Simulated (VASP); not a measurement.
# Ba2C (Fm-3m) in VASP: further runs

Aim: see how the results for Ba2C move with the level of theory and the settings. Levels: PBE, HSE06. Tasks: single point.

All numbers are computed with VASP 6.6.1; they aren't measurements. Logs are shortened: lines on timing, memory, paths and dates and some standing lists are left out, and cuts for length are marked.

### 1 The cell of the first run

The structure is cubic, space group Fm-3m (No. 225). The conventional cell has a = 7.013 Å, b = 7.013 Å, c = 7.013 Å, α = 90.00°, β = 90.00°, γ = 90.00°. C (site symmetry m-3m) has 8 Ba at 3.04 Å within 4.0 Å. Within 4.0 Å of Ba (site symmetry -43m) lie 4 C at 3.04 Å and 6 Ba at 3.51 Å.

### 2 Single point, PBE

Contents of INCAR:

```
  PREC = Accurate
  ENCUT = 520
  EDIFF = 1E-6
  ISMEAR = -1
  SIGMA = 0.02
  LREAL = False
  LASPH = True
  NELM = 60
  ALGO = Normal
  ISIF = 2
  LWAVE = False
  LCHARG = True
  GGA = PE
  LELF = True
  LVHAR = True
  NBANDS = 19
```

Contents of KPOINTS:

```
Automatic mesh
0
Gamma
  4 4 4
```

Contents of POSCAR:

```
Ba2C
1.0
    0.0000000000      3.5066490074      3.5066490074
    3.5066490074      0.0000000000      3.5066490074
    3.5066490074      3.5066490074      0.0000000000
C Ba
1 2
Direct
    0.0000000000      0.0000000000      0.0000000000
    0.2500000000      0.2500000000      0.2500000000
    0.7500000000      0.7500000000      0.7500000000
```

Potentials or basis: VASP PAW PBE potentials, release 64 (C, Ba_sv).

The run is started by

```
> cat potpaw_PBE.64/C/POTCAR potpaw_PBE.64/Ba_sv/POTCAR > POTCAR
> mpirun -np 1 vasp_std > vasp.out
```

OUTCAR:

```text
PREC = Accurate
   ENCUT = 520
   EDIFF = 1E-6
   ISMEAR = -1
   LREAL = False
   LASPH = True
   NELM = 60
   ISIF = 2
   GGA = PE

 ion  position               nearest neighbor table
   1  0.000  0.000  0.000-   3 3.04   3 3.04   3 3.04   2 3.04   3 3.04   2 3.04   2 3.04   2 3.04

   2  0.250  0.250  0.250-   1 3.04   1 3.04   1 3.04   1 3.04   3 3.51   3 3.51   3 3.51   3 3.51
                             3 3.51   3 3.51
   3  0.750  0.750  0.750-   1 3.04   1 3.04   1 3.04   1 3.04   2 3.51   2 3.51   2 3.51   2 3.51
                             2 3.51   2 3.51

  LATTYP: Found a face centered cubic cell.
 ALAT       =     7.0132980148

  Lattice vectors:

 A1 = (   0.0000000000,   3.5066490074,   3.5066490074)
 A2 = (   3.5066490074,   0.0000000000,   3.5066490074)
 A3 = (   3.5066490074,   3.5066490074,   0.0000000000)

Analysis of symmetry for initial positions (statically):
=====================================================================
 Subroutine PRICEL returns:
 Original cell was already a primitive cell.

 Routine SETGRP: Setting up the symmetry group for a
 face centered cubic supercell.

 Subroutine GETGRP returns: Found 48 space group operations
 (whereof 48 operations were pure point group operations)
 out of a pool of 48 trial point group operations.

The static configuration has the point symmetry O_h .

Analysis of symmetry for dynamics (positions and initial velocities):
=====================================================================
 Subroutine PRICEL returns:
 Original cell was already a primitive cell.

 Routine SETGRP: Setting up the symmetry group for a
 face centered cubic supercell.

 Subroutine GETGRP returns: Found 48 space group operations
 (whereof 48 operations were pure point group operations)
 out of a pool of 48 trial point group operations.

The dynamic configuration has the point symmetry O_h .

 Subroutine INISYM returns: Found 48 space group operations
 (whereof 48 operations are pure point group operations),
 and found     1 'primitive' translations

----------------------------------------------------------------------------------------

                                     Primitive cell

  volume of cell :      86.2396

  direct lattice vectors                    reciprocal lattice vectors
     0.000000000  3.506649007  3.506649007    -0.142586269  0.142586269  0.142586269
     3.506649007  0.000000000  3.506649007     0.142586269 -0.142586269  0.142586269
     3.506649007  3.506649007  0.000000000     0.142586269  0.142586269 -0.142586269

  length of vectors
     4.959150585  4.959150585  4.959150585     0.246966663  0.246966663  0.246966663

  position of ions in fractional coordinates (direct lattice)
     0.000000000  0.000000000  0.000000000
     0.250000000  0.250000000  0.250000000
     0.750000000  0.750000000  0.750000000

  ion indices of the primitive-cell ions
   primitive index   ion index
                 1           1
                 2           2
                 3           3

----------------------------------------------------------------------------------------

 KPOINTS: Automatic mesh

Automatic generation of k-mesh.
 Grid dimensions read from file:
 generate k-points for:    4    4    4

 Generating k-lattice:

  Cartesian coordinates                     Fractional coordinates (reciprocal lattice)
    -0.035646567  0.035646567  0.035646567     0.250000000  0.000000000  0.000000000
     0.035646567 -0.035646567  0.035646567     0.000000000  0.250000000  0.000000000
     0.035646567  0.035646567 -0.035646567     0.000000000  0.000000000  0.250000000

  Length of vectors
     0.061741666  0.061741666  0.061741666

  Shift w.r.t. Gamma in fractional coordinates (k-lattice)
     0.000000000  0.000000000  0.000000000

 Subroutine IBZKPT returns following result:
 ===========================================

 Found      8 irreducible k-points:

 Following reciprocal coordinates:
            Coordinates               Weight
  0.000000  0.000000  0.000000      1.000000
  0.250000  0.000000  0.000000      8.000000
  0.500000  0.000000  0.000000      4.000000
  0.250000  0.250000  0.000000      6.000000
  0.500000  0.250000  0.000000     24.000000
 -0.250000  0.250000  0.000000     12.000000
  0.500000  0.500000  0.000000      3.000000
 -0.250000  0.500000  0.250000      6.000000
   k-points           NKPTS =      8   k-points in BZ     NKDIM =      8   number of bands    NBANDS=     19
   number of dos      NEDOS =    301   number of ions     NIONS =      3
   total plane-waves  NPLWV =  64000
   dimension x,y,z NGX =    40 NGY =   40 NGZ =   40
   dimension x,y,z NGXF=    80 NGYF=   80 NGZF=   80
   ions per type =               1   2
   NGX,Y,Z   is equivalent  to a cutoff of  13.41, 13.41, 13.41 a.u.
   NGXF,Y,Z  is equivalent  to a cutoff of  26.82, 26.82, 26.82 a.u.
 SYSTEM =  unknown system
   PREC   = accura    normal or accurate (medium, high low for compatibility)
   ISTART =      0    job   : 0-new  1-cont  2-samecut
   ICHARG =      2    charge: 1-file 2-atom 10-const
   ISPIN  =      1    spin polarized calculation?
   LNONCOLLINEAR =      F non collinear calculations
   LSORBIT =      F    spin-orbit coupling
   LASPH  =      T    aspherical Exc in radial PAW
   ENCUT  =  520.0 eV  38.22 Ry    6.18 a.u.   9.22  9.22  9.22*2*pi/ulx,y,z
   NELM   =     60;   NELMIN=  2; NELMDL= -5     # of ELM steps
   EDIFF  = 0.1E-05   stopping-criterion for ELM
   LREAL  =      F    real-space projection
   EDIFFG = 0.1E-04   stopping-criterion for IOM
   NSW    =      0    number of steps for IOM
   IBRION =     -1    ionic relax: 0-MD 1-quasi-New 2-CG
   NFREE  =      0    steps in history (QN), initial steepest desc. (CG)
   ISIF   =      2    stress and relaxation
   ISYM   =      2    0-nonsym 1-usesym 2-fastsym
   POTIM  = 0.5000    time-step for ionic-motion
   TEBEG  =    0.0;   TEEND  =   0.0 temperature during run
   PSTRESS=    0.0 pullay stress
   NELECT =      24.0000    total number of electrons
   NUPDOWN=      -1.0000    fix difference up-down
   EMIN   =  10.00;   EMAX   =-10.00  energy-range for DOS
   EFERMI =   0.00;   METHOD = LEGACY
   ISMEAR =    -1;   SIGMA  =   0.02  broadening in eV -4-tet -1-fermi 0-gaus
   EFERMI_NEDOS =   21; number of points for ismear=-14 and -15
   IALGO  =     38    algorithm
   IMIX   =      4    mixing-type and parameters
     AMIX     =   0.40;   BMIX     =  1.00
     AMIX_MAG =   1.60;   BMIX_MAG =  1.00
  volume/ion in A,a.u.               =      28.75       193.99
  Fermi-wavevector in a.u.,A,eV,Ry     =   1.068832  2.019800 15.543333  1.142403
  Thomas-Fermi vector in A             =   2.204493
   LORBIT       =      0    0 simple, 1 ext, 2 COOP (PROOUT), +10 PAW based schemes
   GGA     = PE    functional components
   LHFCALC =     F    Hartree Fock is set to
   AEXX    =    0.0000 exact exchange contribution
   IVDW    =     0    specifies the selected vdW correction
   LEPSILON=     F    determine dielectric tensor
   LRPA    =     F    only Hartree local field effects (RPA)
 non-spin polarized calculation
  energy-cutoff  :      520.00
  volume of cell :       86.24
 maximum number of plane-waves:      2346
 NGX is ok and might be reduce to    40
   NGX = 19   NGY = 19   NGZ = 19

 number of electron      23.9999999 magnetization

 Free energy of the ion-electron system (eV)
  ---------------------------------------------------
  ext. energy  EPLUGINS =         0.00000000
  ---------------------------------------------------
  free energy    TOTEN  =       -10.77536162 eV

  energy without entropy =      -10.77249596  energy(sigma->0) =      -10.77392879

 E-fermi :   3.4195     XC(G=0):  -9.2587

 val. band max:        3.1195224203   @ k =   0.5000   0.5000   0.0000
 cond. band min:       3.4214953702   @ k =   0.5000   0.5000   0.0000
 fundamental gap:      0.3019729499
 Fermi energy:         3.4194559234

 k-point     1 :       0.0000    0.0000    0.0000
  band No.  band energies     occupation
      1     -24.9675      2.00000
      2     -24.3288      2.00000
      3     -10.4956      2.00000
      4     -10.4956      2.00000
      5     -10.4956      2.00000
      6      -9.2779      2.00000
      7      -9.2779      2.00000
      8      -9.2779      2.00000
      9      -4.7632      2.00000
     10       1.4141      2.00000
     11       1.4141      2.00000
     12       1.4141      2.00000
     13       3.4538      0.30385
     14       3.5735      0.00091
     15       3.5735      0.00091
     16       7.8404      0.00000
     17       7.8404      0.00000
     18       7.8404      0.00000
     19      10.6588      0.00000

 k-point     2 :       0.2500    0.0000    0.0000
  band No.  band energies     occupation
      1     -24.8734      2.00000
      2     -24.4217      2.00000
      3     -10.4261      2.00000
      4     -10.3631      2.00000
      5     -10.3631      2.00000
      6      -9.6537      2.00000
      7      -9.5125      2.00000
      8      -9.5125      2.00000
      9      -4.4370      2.00000
     10       1.6648      2.00000
     11       1.9078      2.00000
     12       1.9078      2.00000
     13       4.3913      0.00000
     14       4.3913      0.00000
     15       4.9867      0.00000
     16       6.3794      0.00000
     17       7.3793      0.00000
     18       7.3793      0.00000
     19      10.1119      0.00000

 k-point     3 :       0.5000    0.0000    0.0000
  band No.  band energies     occupation
      1     -24.6472      2.00000
      2     -24.6467      2.00000
      3     -10.2470      2.00000
      4     -10.0923      2.00000
      5     -10.0004      2.00000
      6     -10.0004      2.00000
      7      -9.9738      2.00000
      8      -9.9738      2.00000
      9      -4.1934      2.00000
     10       2.6045      2.00000
     11       2.6045      2.00000
     12       2.6208      2.00000
     13       4.5974      0.00000
     14       5.6032      0.00000
     15       5.6032      0.00000
     16       7.2602      0.00000
     17       7.2603      0.00000
     18       7.2891      0.00000
     19       7.2892      0.00000

 k-point     4 :       0.2500    0.2500    0.0000
  band No.  band energies     occupation
      1     -24.8581      2.00000
      2     -24.4323      2.00000
      3     -10.6565      2.00000
      4     -10.6565      2.00000
      5     -10.3768      2.00000
      6      -9.7526      2.00000
      7      -9.1740      2.00000
      8      -9.1740      2.00000
      9      -4.4319      2.00000
     10       1.1254      2.00000
     11       2.4078      2.00000
     12       2.4078      2.00000
     13       3.9791      0.00000
     14       4.4018      0.00000
     15       5.4954      0.00000
     16       6.9091      0.00000
     17       6.9091      0.00000
     18       7.4316      0.00000
     19       7.8426      0.00000

 k-point     5 :       0.5000    0.2500    0.0000
  band No.  band energies     occupation
      1     -24.7175      2.00000
      2     -24.5672      2.00000
      3     -10.9076      2.00000
      4     -10.6299      2.00000
      5     -10.5758      2.00000
      6      -9.3999      2.00000
      7      -9.3482      2.00000
      8      -9.2195      2.00000
      9      -4.2403      2.00000
     10       1.9944      2.00000
     11       2.9619      2.00000
     12       2.9774      2.00000
     13       3.7505      0.00000
     14       5.1181      0.00000
     15       5.9183      0.00000
     16       6.3472      0.00000
     17       6.4664      0.00000
     18       8.0953      0.00000
     19       8.4873      0.00000

 k-point     6 :      -0.2500    0.2500    0.0000
  band No.  band energies     occupation
      1     -24.7514      2.00000
      2     -24.5382      2.00000
      3     -10.8614      2.00000
      4     -10.2747      2.00000
      5     -10.1192      2.00000
      6      -9.9249      2.00000
      7      -9.8476      2.00000
      8      -9.0772      2.00000
      9      -4.2533      2.00000
     10       2.2201      2.00000
     11       2.3382      2.00000
     12       2.7641      2.00000
     13       3.8038      0.00000
     14       5.2033      0.00000
     15       5.8110      0.00000
     16       7.3517      0.00000
     17       7.3560      0.00000
     18       7.8189      0.00000
     19       8.1063      0.00000

 k-point     7 :       0.5000    0.5000    0.0000
  band No.  band energies     occupation
      1     -24.7439      2.00000
      2     -24.5318      2.00000
      3     -11.2438      2.00000
      4     -10.8070      2.00000
      5     -10.8070      2.00000
      6      -9.0661      2.00000
      7      -9.0661      2.00000
      8      -8.8845      2.00000
      9      -4.2970      2.00000
     10       1.7065      2.00000
     11       3.1195      2.00000
     12       3.4215      0.94906
     13       3.4215      0.94905
     14       4.4950      0.00000
     15       5.0562      0.00000
     16       7.6677      0.00000
     17       7.7014      0.00000
     18       7.7014      0.00000
     19       7.8403      0.00000

 k-point     8 :      -0.2500    0.5000    0.2500
  band No.  band energies     occupation
      1     -24.6400      2.00000
      2     -24.6400      2.00000
      3     -11.1026      2.00000
      4     -10.9691      2.00000
      5     -10.0136      2.00000
      6     -10.0136      2.00000
      7      -8.9771      2.00000
      8      -8.9766      2.00000
      9      -4.2146      2.00000
     10       2.5904      2.00000
     11       2.6241      2.00000
     12       2.6241      2.00000
     13       4.1328      0.00000
     14       5.3516      0.00000
     15       5.3516      0.00000
     16       6.4553      0.00000
     17       7.0954      0.00000
     18       7.0954      0.00000
     19       9.0112      0.00000

------------------------ aborting loop because EDIFF is reached ----------------------------------------

  FORCE on cell =-STRESS in cart. coord.  units (eV):
  Direction    XX          YY          ZZ          XY          YZ          ZX
  --------------------------------------------------------------------------------------
  -------------------------------------------------------------------------------------
  Total        0.9941690      0.9941690      0.9941690      0.0000000     -0.0000000     -0.0000000
  in kB       18.4698725     18.4698725     18.4698725      0.0000000     -0.0000000     -0.0000000
  external PRESSURE =      18.4698725 kB  Pullay stress =       0.0000000 kB

 VOLUME and BASIS-vectors are now :
 -----------------------------------------------------------------------------
  energy-cutoff  :      520.00
  volume of cell :       86.24
      direct lattice vectors                 reciprocal lattice vectors
     0.000000000  3.506649007  3.506649007    -0.142586269  0.142586269  0.142586269
     3.506649007  0.000000000  3.506649007     0.142586269 -0.142586269  0.142586269
     3.506649007  3.506649007  0.000000000     0.142586269  0.142586269 -0.142586269

 POSITION                                       TOTAL-FORCE (eV/Angst)
 -----------------------------------------------------------------------------------
      0.00000      0.00000      0.00000         0.000000      0.000000      0.000000
      1.75332      1.75332      1.75332         0.000000      0.000000      0.000000
      5.25997      5.25997      5.25997        -0.000000     -0.000000     -0.000000
 -----------------------------------------------------------------------------------
    total drift:                                0.000000     -0.000000      0.000000

  FREE ENERGIE OF THE ION-ELECTRON SYSTEM (eV)
  ---------------------------------------------------
  free  energy   TOTEN  =       -10.7753616161 eV

  energy  without entropy=      -10.7724959606  energy(sigma->0) =      -10.77392879
```

It took 26 s on 1 thread of Intel Xeon Platinum 8488C (Sapphire Rapids), shared host; peak memory 0.23 GiB.

Results:

```yaml
Free_energy: -10.7754 eV
Pressure: 1.8 GPa
Band_gap_on_the_k_mesh: zero (filled and empty bands touch)
```

Caveat: the k points lie up to 0.39 Å⁻¹ apart; the structure was generated, so it needn't be the stable form of Ba2C; spin-orbit coupling is left out, which moves the levels of the heavy elements.

### 3 Single point, HSE06

POSCAR is that of step 2.

Contents of INCAR.step1:

```
SYSTEM = Ba2C
ALGO = Normal
EDIFF = 1E-5
ENCUT = 520
GGA = PE
ISIF = 2
ISMEAR = -1
LASPH = .TRUE.
LREAL = .FALSE.
LWAVE = .TRUE.
NBANDS = 19
NELM = 100
PREC = Accurate
SIGMA = 0.02
```

Contents of INCAR.step2:

```
SYSTEM = Ba2C
ALGO = Normal
EDIFF = 1E-6
ENCUT = 520
GGA = PE
HFSCREEN = 0.2079
ISIF = 2
ISMEAR = -1
ISTART = 1
LASPH = .TRUE.
LCHARG = .TRUE.
LELF = .TRUE.
LHFCALC = .TRUE.
LREAL = .FALSE.
LVHAR = .TRUE.
LWAVE = .FALSE.
NBANDS = 19
NELM = 100
PREC = Accurate
PRECFOCK = Normal
SIGMA = 0.02
```

Contents of KPOINTS:

```
k-points
0
G
  4 4 4
  0 0 0
```

Potentials or basis: VASP PAW PBE potentials, release 64 (C, Ba_sv).

The run is started by

```
> cat potpaw_PBE.64/C/POTCAR potpaw_PBE.64/Ba_sv/POTCAR > POTCAR
> cp INCAR.step1 INCAR
> mpirun -np 1 vasp_std > vasp.out
> cp INCAR.step2 INCAR
> mpirun -np 1 vasp_std > vasp.out
```

It took 43 min on 1 thread of Intel Xeon Platinum 8488C (Sapphire Rapids), shared host; peak memory 0.35 GiB.

It converged, with:

```yaml
Free_energy: -11.7529 eV
Pressure: 1.4 GPa
Band_gap_on_the_k_mesh: zero (filled and empty bands touch)
```

Levels at points of the mesh, in eV from the Fermi level:
| k point | band 8 | band 9 | band 10 | band 11 | band 12 | band 13 | band 14 | band 15 | band 16 | band 17 |
| --- | --- | --- | --- | --- | --- | --- | --- | --- | --- | --- |
| (0.00, 0.00, 0.00) | -13.78 | -9.36 | -2.27 | -2.27 | -2.27 | 0.37 | 0.73 | 0.73 | 5.29 | 5.29 |
| (0.50, 0.00, 0.00) | -14.52 | -8.68 | -0.96 | -0.96 | -0.91 | 1.65 | 2.73 | 2.73 | 4.61 | 4.61 |
| (0.50, 0.50, 0.00) | -13.36 | -8.79 | -1.88 | -0.03 | -0.01 | -0.01 | 1.75 | 2.27 | 4.96 | 4.96 |

Caveat: the k points lie up to 0.39 Å⁻¹ apart; the structure was generated, so it needn't be the stable form of Ba2C; the PAW data sets were made with another functional, which shifts forces and pressure a little; spin-orbit coupling is left out, which moves the levels of the heavy elements.

The gap in the log of VASP goes by the Fermi energy; the results here count the filled bands.